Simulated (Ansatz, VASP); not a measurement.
# Na in VASP and in Ansatz

Contents of INCAR:

```
  ALGO = Normal
  EDIFF = 1E-6
  ENCUT = 500
  GGA = RP
  GGA_COMPAT = False
  ISIF = 2
  ISMEAR = -1
  LASPH = True
  LCHARG = False
  LREAL = False
  LWAVE = False
  NBANDS = 14
  NELM = 120
  PREC = Accurate
  SIGMA = 0.1
```

KPOINTS

```
k-points
0
Gamma
  8 8 8
```

POSCAR

```
Na
1.0
    0.0000000000      4.0333802069      4.0333802069
    4.0333802069      0.0000000000      4.0333802069
    4.0333802069      4.0333802069      0.0000000000
Na
2
Direct
    0.1250000000      0.1250000000      0.1250000000
    0.8750000000      0.8750000000      0.8750000000
```

Input for Ansatz:

```yaml
crystal:
  lattice:
    - [0.0, 4.0333802069, 4.0333802069]
    - [4.0333802069, 0.0, 4.0333802069]
    - [4.0333802069, 4.0333802069, 0.0]
  atoms:
    - { symbol: Na, position: [0.125, 0.125, 0.125] }
    - { symbol: Na, position: [0.875, 0.875, 0.875] }
hamiltonian:
  xc: rpbe
  pseudopotentials:
    kind: paw
    azcp:
      Na: "pseudopotentials/Na.paw.azcp"
basis:
  ecutwfc: 420
  fft_grid_basis: typed
kpoints:
  mp_grid: { grid: [8, 8, 8], shift: [0, 0, 0] }
magnetization:
  spin_polarized: false
scf:
  occupations: { method: fermi_dirac, width: 0.1 }
  lower_state_search: "off"
output:
  stress: true
```

Alike in both runs: task single point; functional RPBE; k mesh 8 × 8 × 8; occupations fermi-dirac, width 0.1 eV; no spin polarisation.

|  | VASP | Ansatz |
| --- | --- | --- |
| version | VASP 6.6.1 | Ansatz 0.2.0 |
| potentials or method | VASP PAW PBE potentials, release 64 (Na_pv), cutoff 500 eV | plane waves (420 eV) with PAW, scalar-relativistic |
| valence electrons in the cell | 14 | 18 |

```tsv
	VASP	Ansatz	Ansatz less VASP
pressure (GPa)	-0.2	-0.2	+0.02
```

VASP's potentials were made for PBE, not for RPBE. VASP's potentials hold 14 valence electrons a cell and Ansatz's 18, so a difference there can come from the potentials and not from the codes.
